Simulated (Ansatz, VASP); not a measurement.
# Bi: VASP beside Ansatz

```
CELL_PARAMETERS angstrom
-1.99480 1.99480 1.71792
1.99480 -1.99480 1.71792
1.99480 1.99480 -1.71792
ATOMIC_POSITIONS crystal
Bi 0.00000 0.00000 0.00000
```

Alike in both runs: task single point; functional PBEsol; dispersion D3(BJ); k mesh 18 × 18 × 18; occupations gaussian, width 0.15 eV; no spin polarisation.

```csv
,VASP,Ansatz
version,VASP 6.6.1,Ansatz 0.2.0
potentials or method,"VASP PAW PBE potentials, release 64 (Bi_d), cutoff 520 eV","scalar-relativistic, plane waves, PAW"
valence electrons in the cell,15,15
```

|  | VASP | Ansatz | Ansatz less VASP |
| --- | --- | --- | --- |
| gap on the k mesh at the Fermi level (eV) | none | none | - |
| pressure (GPa) | 3.8 | 3.9 | +0.06 |
| traceless stress, the component that is largest in VASP (GPa) | 1.26 | 1.27 | +0.006 |

VASP's potentials were made for PBE, not for PBEsol. A gap of «none» marks a metal or a gap that the smearing closes.

Spin-orbit coupling is off throughout.
